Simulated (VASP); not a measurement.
# BaTiO3 (P4mm) in VASP: further runs, part 2 of 2

VASP 6.6.1.

### Step 4. Single point, r2SCAN

This run uses another cell than the first one, of 13.37 Å³/atom, 1.015 times its volume.

Contents of POSCAR:

```
BaTiO3
1.0
    3.9727519242      0.0000000000      0.0000000000
    0.0000000000      3.9727519242      0.0000000000
    0.0000000000      0.0000000000      4.2347528055
Ba Ti O
1 1 3
Direct
    0.5000000000      0.5000000000      0.5922724381
    0.0000000000      0.0000000000      0.1106231233
    0.0000000000      0.5000000000      0.0606117826
    0.5000000000      0.0000000000      0.0606117826
    0.0000000000      0.0000000000      0.5358778634
```

Contents of INCAR.step1:

```
PREC = Accurate ; ENCUT = 520
ISMEAR = 0 ; SIGMA = 0.02
LREAL = F ; LASPH = T
NELM = 60 ; NBANDS = 28
GGA = PE ; ALGO = Normal
EDIFF = 1E-4 ; LWAVE = T
LCHARG = F
```

Contents of INCAR.step2:

```
PREC = Accurate ; ENCUT = 520
EDIFF = 1E-7 ; ISMEAR = 0
SIGMA = 0.02 ; LREAL = F
LASPH = T ; NELM = 60
ALGO = Normal ; ISIF = 2
LWAVE = F ; LCHARG = F
METAGGA = R2SCAN ; LMIXTAU = T
NBANDS = 28 ; ISTART = 1
```

Contents of KPOINTS:

```
Automatic mesh
0
Gamma
  8 8 8
```

On the command line:

```console
$ cat potpaw_PBE.64/Ba_sv/POTCAR potpaw_PBE.64/Ti_sv/POTCAR potpaw_PBE.64/O/POTCAR > POTCAR
$ cp INCAR.step1 INCAR
$ mpirun -np 1 vasp_std > vasp.out
$ cp INCAR.step2 INCAR
$ mpirun -np 1 vasp_std > vasp.out
```

Wall time 9.1 min (1 thread of AMD EPYC 7R43 (Zen 3), shared host); peak memory 0.25 GiB.

Results (log left out):

- Free energy: -74.2523 eV
- Pressure: -0.8 GPa
- Largest force: 0.194 eV/Å
- Band gap on the k mesh: 2.20 eV, indirect (least direct gap 2.82 eV)

Forces on the atoms (eV/Å):
```
Ba   0.000  0.000 -0.040
Ti   0.000  0.000 -0.194
O    0.000  0.000  0.025
O    0.000  0.000  0.025
O    0.000  0.000  0.185
```

Stress tensor (GPa, compression positive):
```
-0.75  0.00  0.00
 0.00 -0.75  0.00
 0.00  0.00 -1.04
```

Levels at points of the mesh, in eV from the valence-band top:
```
           k point  band 17  band 18  band 19  band 20  band 21  band 22  band 23  band 24
(0.00, 0.00, 0.00)    -1.42    -1.08    -0.62    -0.62     2.20     2.88     2.88     4.34
(0.50, 0.00, 0.00)    -2.02    -1.74    -1.73    -1.50     2.94     3.82     3.93     4.42
(0.50, 0.50, 0.00)    -2.19    -1.21    -1.21    -0.06     3.97     3.97     4.33     4.38
(0.00, 0.00, 0.50)    -2.13    -2.04    -0.78    -0.78     2.31     3.81     3.81     4.34
(0.50, 0.00, 0.50)    -1.96    -1.27    -1.16    -0.62     3.82     3.87     4.09     5.17
(0.50, 0.50, 0.50)    -2.71    -0.56    -0.56     0.00     4.33     4.33     4.48     6.42
```

Caveat: the PAW data sets were made with another functional, which shifts forces and pressure a little; spin-orbit coupling is left out, which moves the levels of the heavy elements. A k mesh can miss the band edges.

### Step 5. Single point, r2SCAN (strain along c alone, the other axes held: +4.5 %, then relaxed in part)

Contents of POSCAR:

```
BaTiO3
1.0
    3.9727519242      0.0000000000      0.0000000000
    0.0000000000      3.9727519242      0.0000000000
    0.0000000000      0.0000000000      4.2964239628
Ba Ti O
1 1 3
Direct
    0.5000000000      0.5000000000      0.5964468438
    0.0000000000      0.0000000000      0.1136734497
    0.0000000000      0.5000000000      0.0594218688
    0.5000000000      0.0000000000      0.0594218688
    0.0000000000      0.0000000000      0.5310329590
```

Contents of INCAR.step1:

```
PREC     = Accurate       # precision mode
ENCUT    = 520            # plane-wave cutoff, eV
ISMEAR   = 0              # smearing method
SIGMA    = 0.02           # smearing width, eV
LREAL    = F              # projectors in reciprocal space
LASPH    = T              # aspherical terms in the spheres
NELM     = 60             # most SCF steps
NBANDS   = 28             # bands
GGA      = PE             # functional
ALGO     = Normal         # electronic algorithm
EDIFF    = 1E-4           # SCF threshold, eV
LWAVE    = T              # write WAVECAR
LCHARG   = F              # write CHGCAR
```

Contents of INCAR.step2:

```
PREC     = Accurate       # precision mode
ENCUT    = 520            # plane-wave cutoff, eV
EDIFF    = 1E-7           # SCF threshold, eV
ISMEAR   = 0              # smearing method
SIGMA    = 0.02           # smearing width, eV
LREAL    = F              # projectors in reciprocal space
LASPH    = T              # aspherical terms in the spheres
NELM     = 60             # most SCF steps
ALGO     = Normal         # electronic algorithm
ISIF     = 2              # what is computed and relaxed
LWAVE    = F              # write WAVECAR
LCHARG   = F              # write CHGCAR
METAGGA  = R2SCAN         # meta-GGA
LMIXTAU  = T            
NBANDS   = 28             # bands
ISTART   = 1
```

Contents of KPOINTS:

```
regular mesh
0
Gamma
  8 8 8
```

On the command line:

```console
$ cat potpaw_PBE.64/Ba_sv/POTCAR potpaw_PBE.64/Ti_sv/POTCAR potpaw_PBE.64/O/POTCAR > POTCAR
$ cp INCAR.step1 INCAR
$ mpirun -np 1 vasp_std > vasp.out
$ cp INCAR.step2 INCAR
$ mpirun -np 1 vasp_std > vasp.out
```

Run time: 7.5 min. Hardware: 1 thread of AMD EPYC 7R43 (Zen 3), shared host; peak memory 0.25 GiB.

The run converged. Its results:

```yaml
Free_energy: -74.2365 eV
Pressure: -1.9 GPa
Largest_force: 0.196 eV/Å
Band_gap_on_the_k_mesh: 2.20 eV, indirect (least direct gap 2.85 eV)
```

Forces in eV/Å, atoms in the order of the input:
```
Ba   0.000  0.000 -0.048
Ti   0.000  0.000 -0.196
O    0.000  0.000  0.026
O    0.000  0.000  0.026
O    0.000  0.000  0.192
```

Stress tensor (GPa, compression positive):
```
-1.88  0.00  0.00
 0.00 -1.88  0.00
 0.00  0.00 -2.09
```

Levels at points of the mesh, in eV from the valence-band top:
| k point | band 17 | band 18 | band 19 | band 20 | band 21 | band 22 | band 23 | band 24 |
| --- | --- | --- | --- | --- | --- | --- | --- | --- |
| (0.00, 0.00, 0.00) | -1.47 | -1.25 | -0.65 | -0.65 | 2.20 | 2.96 | 2.96 | 4.32 |
| (0.50, 0.00, 0.00) | -2.03 | -1.86 | -1.75 | -1.63 | 3.01 | 3.78 | 3.90 | 4.40 |
| (0.50, 0.50, 0.00) | -2.27 | -1.24 | -1.24 | -0.05 | 3.95 | 3.95 | 4.21 | 4.31 |
| (0.00, 0.00, 0.50) | -2.17 | -2.05 | -0.78 | -0.78 | 2.30 | 3.77 | 3.77 | 4.33 |
| (0.50, 0.00, 0.50) | -2.00 | -1.35 | -1.22 | -0.70 | 3.79 | 3.84 | 4.01 | 5.13 |
| (0.50, 0.50, 0.50) | -2.76 | -0.66 | -0.66 | 0.00 | 4.25 | 4.25 | 4.43 | 6.23 |

Caveat: the cell differs from its parent crystal (strain along c alone, the other axes held: +4.5 %, then relaxed in part); the PAW data sets were made with another functional, which shifts forces and pressure a little; spin-orbit coupling is left out, which moves the levels of the heavy elements.

### Step 6. The runs side by side

```csv
cell,gap on the mesh (eV),pressure (GPa),largest force (eV/Å)
"a = 3.973, b = 3.973, c = 4.173 Å, 5 atoms",2.20,0.4,0.18
"a = 3.973, b = 3.973, c = 4.235 Å, 5 atoms",2.20,-0.8,0.19
"a = 3.973, b = 3.973, c = 4.296 Å, 5 atoms",2.20,-1.9,0.20
```

Alike in all rows: task single point; level r2SCAN; potentials or basis VASP PAW PBE potentials, release 64 (Ba_sv, Ti_sv, O); no spin polarisation; k mesh 8 × 8 × 8; cutoff (eV) 520; smearing gaussian 0.02 eV.

Caveats: the PAW data sets were made with another functional, which shifts forces and pressure a little; spin-orbit coupling is left out, which moves the levels of the heavy elements.

Absolute energies hang on the potentials; compare differences alone.
